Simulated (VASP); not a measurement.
# Zr2PdS3 (P-4m2) in VASP: notebook

Zr2PdS3 is run at these levels: PBE; tasks: single point, relaxation of cell and atoms.

Program: VASP 6.6.1. These are calculated values, not measurements. Logs are shortened: lines on timing, memory, paths and dates and some standing lists are left out, and cuts for length are marked.

## (1) The cell of the first run

The structure is tetragonal, space group P-4m2 (No. 115). Conventional cell: a = 3.635 Å, b = 3.635 Å, c = 7.781 Å, α = 90.00°, β = 90.00°, γ = 90.00°. Within 3.5 Å of Zr (site symmetry 2mm) lie 7 S at 2.67 to 2.83 Å and 2 Pd at 2.83 Å. Pd (site symmetry -4m2) has 4 S at 2.57 Å and 4 Zr at 2.83 Å within 3.4 Å. S (site symmetry -4m2) has 4 Pd at 2.57 Å and 4 Zr at 2.83 Å within 3.4 Å. S (site symmetry 2mm) has 5 Zr at 2.67 to 2.70 Å and 6 S at 3.23 to 3.43 Å and 2 Pd at 3.43 Å within 3.5 Å.

## (2) Single point, PBE

Contents of INCAR:

```
SYSTEM = Zr2PdS3
ALGO = Normal
EDIFF = 1E-7
ENCUT = 520
GGA = PE
ISIF = 2
ISMEAR = 0
LASPH = .True.
LCHARG = .True.
LELF = .True.
LREAL = .False.
LVHAR = .True.
LWAVE = .False.
NBANDS = 35
NELM = 80
PREC = Accurate
SIGMA = 0.1
```

Contents of KPOINTS:

```
k-points
0
Gamma
  6 6 2
  0 0 0
```

Contents of POSCAR:

```
Zr2PdS3
1.0
    3.6347340673      0.0000000000      0.0000000000
    0.0000000000      3.6347340673      0.0000000000
    0.0000000000      0.0000000000      7.7814701663
Zr Pd S
2 1 3
Direct
    0.5000000000      0.0000000000      0.2788319558
    0.0000000000      0.5000000000      0.7211680442
    0.5000000000      0.5000000000      0.0000000000
    0.0000000000      0.0000000000      0.0000000000
    0.5000000000      0.0000000000      0.6259342837
    0.0000000000      0.5000000000      0.3740657163
```

Potentials or basis: VASP PAW PBE potentials, release 64 (Zr_sv, Pd, S).

The run is started by

```bash
$ cat potpaw_PBE.64/Zr_sv/POTCAR potpaw_PBE.64/Pd/POTCAR potpaw_PBE.64/S/POTCAR > POTCAR
$ mpirun -np 1 vasp_std > vasp.out
```

OUTCAR:

```text
SYSTEM = Zr2PdS3
   EDIFF = 1E-7
   ENCUT = 520
   GGA = PE
   ISIF = 2
   ISMEAR = 0
   LASPH = .True.
   LREAL = .False.
   NELM = 80
   PREC = Accurate

 ion  position               nearest neighbor table
   1  0.500  0.000  0.279-   6 2.67   6 2.67   6 2.67   6 2.67   5 2.70   3 2.83   4 2.83   4 2.83
                             3 2.83
   2  0.000  0.500  0.721-   5 2.67   5 2.67   5 2.67   5 2.67   6 2.70   3 2.83   3 2.83   4 2.83
                             4 2.83
   3  0.500  0.500  0.000-   4 2.57   4 2.57   4 2.57   4 2.57   2 2.83   2 2.83   1 2.83   1 2.83

   4  0.000  0.000  0.000-   3 2.57   3 2.57   3 2.57   3 2.57   2 2.83   1 2.83   1 2.83   2 2.83

   5  0.500  0.000  0.626-   2 2.67   2 2.67   2 2.67   2 2.67   1 2.70
   6  0.000  0.500  0.374-   1 2.67   1 2.67   1 2.67   1 2.67   2 2.70

  LATTYP: Found a simple tetragonal cell.
 ALAT       =     3.6347340673
 C/A-ratio  =     2.1408636842

  Lattice vectors:

 A1 = (   3.6347340673,   0.0000000000,   0.0000000000)
 A2 = (   0.0000000000,   3.6347340673,   0.0000000000)
 A3 = (   0.0000000000,   0.0000000000,   7.7814701663)

Analysis of symmetry for initial positions (statically):
=====================================================================
 Subroutine PRICEL returns:
 Original cell was already a primitive cell.

 Routine SETGRP: Setting up the symmetry group for a
 simple tetragonal supercell.

 Subroutine GETGRP returns: Found  8 space group operations
 (whereof  8 operations were pure point group operations)
 out of a pool of 16 trial point group operations.

The static configuration has the point symmetry D_2d.

Analysis of symmetry for dynamics (positions and initial velocities):
=====================================================================
 Subroutine PRICEL returns:
 Original cell was already a primitive cell.

 Routine SETGRP: Setting up the symmetry group for a
 simple tetragonal supercell.

 Subroutine GETGRP returns: Found  8 space group operations
 (whereof  8 operations were pure point group operations)
 out of a pool of 16 trial point group operations.

The dynamic configuration has the point symmetry D_2d.

 Subroutine INISYM returns: Found  8 space group operations
 (whereof  8 operations are pure point group operations),
 and found     1 'primitive' translations

----------------------------------------------------------------------------------------

                                     Primitive cell

  volume of cell :     102.8033

  direct lattice vectors                    reciprocal lattice vectors
     3.634734067  0.000000000  0.000000000     0.275123291  0.000000000  0.000000000
     0.000000000  3.634734067  0.000000000     0.000000000  0.275123291  0.000000000
     0.000000000  0.000000000  7.781470166     0.000000000  0.000000000  0.128510420

  length of vectors
     3.634734067  3.634734067  7.781470166     0.275123291  0.275123291  0.128510420

  position of ions in fractional coordinates (direct lattice)
     0.500000000  0.000000000  0.278831956
     0.000000000  0.500000000  0.721168044
     0.500000000  0.500000000  0.000000000
     0.000000000  0.000000000  0.000000000
     0.500000000  0.000000000  0.625934284
     0.000000000  0.500000000  0.374065716

  ion indices of the primitive-cell ions
   primitive index   ion index
                 1           1
                 2           2
                 3           3
                 4           4
                 5           5
                 6           6

----------------------------------------------------------------------------------------

 KPOINTS: k-points

Automatic generation of k-mesh.
 Grid dimensions read from file:
 generate k-points for:    6    6    2

 Generating k-lattice:

  Cartesian coordinates                     Fractional coordinates (reciprocal lattice)
     0.045853882  0.000000000  0.000000000     0.166666667  0.000000000  0.000000000
     0.000000000  0.045853882  0.000000000     0.000000000  0.166666667  0.000000000
     0.000000000  0.000000000  0.064255210     0.000000000  0.000000000  0.500000000

  Length of vectors
     0.045853882  0.045853882  0.064255210

  Shift w.r.t. Gamma in fractional coordinates (k-lattice)
     0.000000000  0.000000000  0.000000000

 Subroutine IBZKPT returns following result:
 ===========================================

 Found     20 irreducible k-points:

 Following reciprocal coordinates:
            Coordinates               Weight
  0.000000  0.000000  0.000000      1.000000
  0.166667  0.000000  0.000000      4.000000
  0.333333  0.000000  0.000000      4.000000
  0.500000  0.000000  0.000000      2.000000
  0.166667  0.166667  0.000000      4.000000
  0.333333  0.166667  0.000000      8.000000
[... 12 lines left out ...]
  0.500000  0.333333  0.500000      4.000000
  0.500000  0.500000  0.500000      1.000000
   k-points           NKPTS =     20   k-points in BZ     NKDIM =     20   number of bands    NBANDS=     35
   number of dos      NEDOS =    301   number of ions     NIONS =      6
   total plane-waves  NPLWV =  47040
   dimension x,y,z NGX =    28 NGY =   28 NGZ =   60
   dimension x,y,z NGXF=    56 NGYF=   56 NGZF=  120
   ions per type =               2   1   3
   NGX,Y,Z   is equivalent  to a cutoff of  12.81, 12.81, 12.82 a.u.
   NGXF,Y,Z  is equivalent  to a cutoff of  25.61, 25.61, 25.64 a.u.
 SYSTEM =  Zr2PdS3
   PREC   = accura    normal or accurate (medium, high low for compatibility)
   ISTART =      0    job   : 0-new  1-cont  2-samecut
   ICHARG =      2    charge: 1-file 2-atom 10-const
   ISPIN  =      1    spin polarized calculation?
   LNONCOLLINEAR =      F non collinear calculations
   LSORBIT =      F    spin-orbit coupling
   LASPH  =      T    aspherical Exc in radial PAW
   ENCUT  =  520.0 eV  38.22 Ry    6.18 a.u.   6.76  6.76 14.47*2*pi/ulx,y,z
   NELM   =     80;   NELMIN=  2; NELMDL= -5     # of ELM steps
   EDIFF  = 0.1E-06   stopping-criterion for ELM
   LREAL  =      F    real-space projection
   EDIFFG = 0.1E-05   stopping-criterion for IOM
   NSW    =      0    number of steps for IOM
   IBRION =     -1    ionic relax: 0-MD 1-quasi-New 2-CG
   NFREE  =      0    steps in history (QN), initial steepest desc. (CG)
   ISIF   =      2    stress and relaxation
   ISYM   =      2    0-nonsym 1-usesym 2-fastsym
   POTIM  = 0.5000    time-step for ionic-motion
   TEBEG  =    0.0;   TEEND  =   0.0 temperature during run
   PSTRESS=    0.0 pullay stress
   NELECT =      52.0000    total number of electrons
   NUPDOWN=      -1.0000    fix difference up-down
   EMIN   =  10.00;   EMAX   =-10.00  energy-range for DOS
   EFERMI =   0.00;   METHOD = LEGACY
   ISMEAR =     0;   SIGMA  =   0.10  broadening in eV -4-tet -1-fermi 0-gaus
   EFERMI_NEDOS =   21; number of points for ismear=-14 and -15
   IALGO  =     38    algorithm
   IMIX   =      4    mixing-type and parameters
     AMIX     =   0.40;   BMIX     =  1.00
     AMIX_MAG =   1.60;   BMIX_MAG =  1.00
  volume/ion in A,a.u.               =      17.13       115.63
  Fermi-wavevector in a.u.,A,eV,Ry     =   1.304389  2.464937 23.149352  1.701429
  Thomas-Fermi vector in A             =   2.435328
   LORBIT       =      0    0 simple, 1 ext, 2 COOP (PROOUT), +10 PAW based schemes
   GGA     = PE    functional components
   LHFCALC =     F    Hartree Fock is set to
   AEXX    =    0.0000 exact exchange contribution
   IVDW    =     0    specifies the selected vdW correction
   LEPSILON=     F    determine dielectric tensor
   LRPA    =     F    only Hartree local field effects (RPA)
 non-spin polarized calculation
 Gauss-broadening in eV      SIGMA  =   0.10
  energy-cutoff  :      520.00
  volume of cell :      102.80
 maximum number of plane-waves:      2788
 NGX is ok and might be reduce to    28
   NGX = 13   NGY = 13   NGZ = 29

 number of electron      52.0000009 magnetization

 Free energy of the ion-electron system (eV)
  ---------------------------------------------------
  ext. energy  EPLUGINS =         0.00000000
  ---------------------------------------------------
  free energy    TOTEN  =       -42.31098869 eV

  energy without entropy =      -42.29484906  energy(sigma->0) =      -42.30291887

 E-fermi :  10.0741     XC(G=0): -11.5370

 val. band max:       10.0652577142   @ k =   0.3333   0.3333   0.0000
 cond. band min:      10.1352526868   @ k =   0.1667   0.1667   0.5000
 fundamental gap:      0.0699949725
 Fermi energy:        10.0740931153

 k-point     1 :       0.0000    0.0000    0.0000
  band No.  band energies     occupation
      1     -39.9265      2.00000
      2     -39.9234      2.00000
      3     -18.0426      2.00000
      4     -17.9689      2.00000
      5     -17.9397      2.00000
      6     -17.9397      2.00000
[... 27 lines left out ...]
     34      12.6578      0.00000
     35      12.6582      0.00000

 k-point     2 :       0.1667    0.0000    0.0000
  band No.  band energies     occupation
      1     -39.9236      2.00000
      2     -39.9210      2.00000
      3     -18.0339      2.00000
      4     -17.9901      2.00000
      5     -17.9672      2.00000
      6     -17.9344      2.00000
[... 27 lines left out ...]
     34      12.4763      0.00000
     35      13.1483      0.00000

 k-point     3 :       0.3333    0.0000    0.0000
  band No.  band energies     occupation
      1     -39.9178      2.00000
      2     -39.9162      2.00000
      3     -18.0939      2.00000
      4     -18.0117      2.00000
      5     -17.9792      2.00000
      6     -17.9655      2.00000
[... 27 lines left out ...]
     34      13.4937      0.00000
     35      13.8511      0.00000
[... 571 lines left out ...]
 k-point    19 :       0.5000    0.3333    0.5000
  band No.  band energies     occupation
      1     -39.9069      2.00000
      2     -39.9068      2.00000
      3     -18.1092      2.00000
      4     -18.0526      2.00000
      5     -18.0016      2.00000
      6     -17.9668      2.00000
[... 27 lines left out ...]
     34      13.6576      0.00000
     35      14.1006      0.00000

 k-point    20 :       0.5000    0.5000    0.5000
  band No.  band energies     occupation
      1     -39.9043      2.00000
      2     -39.9043      2.00000
      3     -18.1016      2.00000
      4     -18.0922      2.00000
      5     -17.9899      2.00000
      6     -17.9819      2.00000
[... 27 lines left out ...]
     34      13.4272      0.00000
     35      13.9807      0.00000

------------------------ aborting loop because EDIFF is reached ----------------------------------------

  FORCE on cell =-STRESS in cart. coord.  units (eV):
  Direction    XX          YY          ZZ          XY          YZ          ZX
  --------------------------------------------------------------------------------------
  -------------------------------------------------------------------------------------
  Total       -0.1145712     -0.1145712      0.0619784      0.0000000      0.0000000      0.0000000
  in kB       -1.7855793     -1.7855793      0.9659270      0.0000000      0.0000000      0.0000000
  external PRESSURE =      -0.8684105 kB  Pullay stress =       0.0000000 kB

 VOLUME and BASIS-vectors are now :
 -----------------------------------------------------------------------------
  energy-cutoff  :      520.00
  volume of cell :      102.80
      direct lattice vectors                 reciprocal lattice vectors
     3.634734067  0.000000000  0.000000000     0.275123291  0.000000000  0.000000000
     0.000000000  3.634734067  0.000000000     0.000000000  0.275123291  0.000000000
     0.000000000  0.000000000  7.781470166     0.000000000  0.000000000  0.128510420

 POSITION                                       TOTAL-FORCE (eV/Angst)
 -----------------------------------------------------------------------------------
      1.81737      0.00000      2.16972         0.000000     -0.000000      0.007932
      0.00000      1.81737      5.61175        -0.000000     -0.000000     -0.007932
      1.81737      1.81737      0.00000        -0.000000      0.000000     -0.000000
      0.00000      0.00000      0.00000        -0.000000     -0.000000     -0.000000
      1.81737      0.00000      4.87069        -0.000000     -0.000000      0.005494
      0.00000      1.81737      2.91078        -0.000000     -0.000000     -0.005494
 -----------------------------------------------------------------------------------
    total drift:                                0.000000      0.000000      0.000000

  FREE ENERGIE OF THE ION-ELECTRON SYSTEM (eV)
  ---------------------------------------------------
  free  energy   TOTEN  =       -42.3109886857 eV

  energy  without entropy=      -42.2948490614  energy(sigma->0) =      -42.30291887
```

It took 84 s on 1 thread of AMD EPYC 9R45 (Zen 5), shared host; peak memory 0.2 GiB.

Results:

```
Free energy            : -42.3110 eV
Pressure               : -0.1 GPa
Largest force          : 0.008 eV/Å
Band gap on the k mesh : zero (band 26 reaches 10.67 eV, above the bottom of band 27 at 8.28 eV)
```

Forces on the atoms (eV/Å):
```
Zr   0.000  0.000  0.008
Zr   0.000  0.000 -0.008
Pd   0.000  0.000  0.000
S    0.000  0.000  0.000
S    0.000  0.000  0.005
S    0.000  0.000 -0.005
```

Stress tensor (GPa, compression positive):
```
-0.18  0.00  0.00
 0.00 -0.18  0.00
 0.00  0.00  0.10
```

Levels at points of the mesh, in eV from the Fermi level:
```
           k point  band 22  band 23  band 24  band 25  band 26  band 27  band 28  band 29  band 30  band 31
(0.00, 0.00, 0.00)    -3.44    -2.70    -2.41    -2.41    -2.01    -0.96     0.75     0.79     0.91     1.63
(0.50, 0.00, 0.00)    -2.81    -2.45    -2.13     0.28     0.60     0.81     0.84     1.32     1.46     1.96
(0.50, 0.50, 0.00)    -2.93    -2.93    -2.56    -2.08    -1.55    -0.01     1.36     2.43     2.43     2.72
(0.00, 0.00, 0.50)    -3.44    -2.55    -2.40    -2.40    -2.00    -1.79     0.66     1.00     1.20     2.16
(0.50, 0.00, 0.50)    -2.99    -2.66    -2.02    -0.20     0.27     1.30     1.40     1.49     1.65     1.73
(0.50, 0.50, 0.50)    -3.26    -3.26    -2.57    -2.07    -1.55    -0.20     1.52     2.25     2.25     2.64
```

Caveat: the k points lie up to 0.40 Å⁻¹ apart.

(Continued in part 2 of 2.)
